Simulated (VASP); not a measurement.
Here is a VASP 6.6.1 calculation.

The input POSCAR:

```
Nb
1.0
    2.8601476402      0.0000000000      0.0000000000
   -1.4300738201      2.4769605150      0.0000000000
    0.0000000000      0.0000000000      5.2387289055
Nb
2
Direct
    0.3333333333      0.6666666667      0.2500000000
    0.6666666667      0.3333333333      0.7500000000
```

File INCAR.step1:

```
PREC     = Accurate       # precision mode
ENCUT    = 520            # plane-wave cutoff, eV
ISMEAR   = 0              # smearing method
SIGMA    = 0.1            # smearing width, eV
LREAL    = F              # projectors in reciprocal space
LASPH    = T              # aspherical terms in the spheres
NELM     = 80             # most SCF steps
NBANDS   = 20             # bands
GGA      = PE             # functional
ALGO     = Normal         # electronic algorithm
EDIFF    = 1E-4           # SCF threshold, eV
LWAVE    = T              # write WAVECAR
LCHARG   = F              # write CHGCAR
```

INCAR.step2

```
PREC     = Accurate       # precision mode
ENCUT    = 520            # plane-wave cutoff, eV
EDIFF    = 1E-7           # SCF threshold, eV
ISMEAR   = 0              # smearing method
SIGMA    = 0.1            # smearing width, eV
LREAL    = F              # projectors in reciprocal space
LASPH    = T              # aspherical terms in the spheres
NELM     = 80             # most SCF steps
ALGO     = Normal         # electronic algorithm
ISIF     = 2              # what is computed and relaxed
LWAVE    = F              # write WAVECAR
LCHARG   = F              # write CHGCAR
METAGGA  = R2SCAN         # meta-GGA
LMIXTAU  = T            
NBANDS   = 20             # bands
ISTART   = 1
```

KPOINTS

```
regular mesh
0
Gamma
  24 24 10
```

Potentials or basis: VASP PAW PBE potentials, release 64 (Nb_sv).

Run with:

```console
$ cat potpaw_PBE.64/Nb_sv/POTCAR > POTCAR
$ cp INCAR.step1 INCAR
$ mpirun -np 1 vasp_std > vasp.out
$ cp INCAR.step2 INCAR
$ mpirun -np 1 vasp_std > vasp.out
```

(1) Estimate the pressure.

(2) Estimate the band gap on the k mesh.

Answers

(1) -0.2 GPa.

(2) zero (bands 13 and 14 overlap by 2.98 eV).

Caveat: the PAW data sets were made with another functional, which shifts forces and pressure a little.
